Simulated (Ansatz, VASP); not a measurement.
Ca: VASP beside Ansatz

INCAR

```
  ALGO = Fast
  EDIFF = 1E-6
  ENCUT = 520
  GGA = CA
  ISIF = 2
  ISMEAR = 0
  LASPH = True
  LCHARG = False
  LREAL = False
  LWAVE = False
  NBANDS = 11
  NELM = 60
  PREC = Accurate
  SIGMA = 0.15
```

Contents of KPOINTS:

```
k-points
0
Gamma
  14 14 14
```

Contents of POSCAR:

```
Ca
1.0
    3.5409861851      0.0000000000      0.0000000000
    0.0000000000      3.4886563400      0.0000000000
    0.0000000000      0.0000000000      3.4886563400
Ca
1
Direct
    0.0000000000      0.0000000000      0.0000000000
```

Input for Ansatz:

```yaml
crystal:
  lattice:
    - [3.5409861851, 0.0, 0.0]
    - [0.0, 3.48865634, 0.0]
    - [0.0, 0.0, 3.48865634]
  atoms:
    - { symbol: Ca, position: [0.0, 0.0, 0.0] }
basis:
  ecutwfc: 420
kpoints:
  mp_grid: { grid: [14, 14, 14] }
hamiltonian:
  xc: lda
scf:
  occupations: { method: gaussian, width: 0.15 }
output:
  forces: true
  stress: true
  eigenvalues: true
```

Change from the starting cell: strain +0.0150 x Voigt [1, 0, 0, 0, 0, 0], atoms carried along.

Alike in both runs: task single point; functional LDA; k mesh 14 × 14 × 14; occupations gaussian, width 0.15 eV; no spin polarisation.

|  | VASP | Ansatz |
| --- | --- | --- |
| version | VASP 6.6.1 | Ansatz 0.2.0 |
| potentials or method | VASP PAW LDA potentials, release 64 (Ca_sv), cutoff 520 eV | scalar-relativistic, plane waves, PAW |
| valence electrons in the cell | 10 | 10 |

|  | VASP | Ansatz | Ansatz less VASP |
| --- | --- | --- | --- |
| gap on the k mesh at the Fermi level (eV) | none | none | - |
| pressure (GPa) | -1.3 | -1.3 | +0.03 |
| traceless stress, the component that is largest in VASP (GPa) | -0.43 | -0.43 | +0.001 |

LDA's correlation is that of Perdew and Zunger in VASP and of Perdew and Wang (1992) in Ansatz. A gap of «none» marks a metal or a gap that the smearing closes.
